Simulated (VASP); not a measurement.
Wanted: the native input for a VASP 6.6.1 run.

- Task: single point
- Functional: PBEsol
- Potentials or basis: VASP PAW PBE potentials, release 64 (Ta_pv, N)
- Cutoff: 520 eV
- k mesh: 21 × 21 × 18
- Occupations: gaussian, width 0.15 eV
- Spin: no spin polarisation
- Dipole correction: no
- Further INCAR settings: ALGO = Normal; EDIFF = 1e-06; NBANDS = 15

The structure of TaN lies in POSCAR:

```
TaN
1.0
    3.1136835685      0.0000000000      0.0000000000
   -1.5568417842      2.6965290697      0.0000000000
    0.0000000000      0.0000000000      2.9368263418
Ta N
1 1
Direct
    0.3333333333      0.6666666667      0.5000000000
    0.0000000000      0.0000000000      0.0000000000
```

The input as run:

INCAR

```
SYSTEM = TaN
PREC = Accurate ; ENCUT = 520
EDIFF = 1E-6 ; ISMEAR = 0
SIGMA = 0.15 ; LREAL = .FALSE.
LASPH = .TRUE. ; NELM = 60
ALGO = Normal ; ISIF = 2
LWAVE = .FALSE. ; LCHARG = .FALSE.
GGA = PS ; NBANDS = 15
```

KPOINTS

```
regular mesh
0
G
  21 21 18
  0 0 0
```

Potentials or basis: VASP PAW PBE potentials, release 64 (Ta_pv, N).

The run is started by

```console
$ cat potpaw_PBE.64/Ta_pv/POTCAR potpaw_PBE.64/N/POTCAR > POTCAR
$ mpirun -np 1 vasp_std > vasp.out
```

It gave:

```json
{"Pressure": "-37.7 GPa", "Band gap on the k mesh": "zero (bands 8 and 9 overlap by 0.37 eV)"}
```

Caveat: the stress differs along the axes, from -43 to -28 GPa; the PAW data sets were made with another functional, which shifts forces and pressure a little; spin-orbit coupling is left out, which moves the levels of the heavy elements.

Wall time 2.6 min on 1 thread of Intel Xeon 8259CL, on a shared host, peak memory 0.29 GiB.
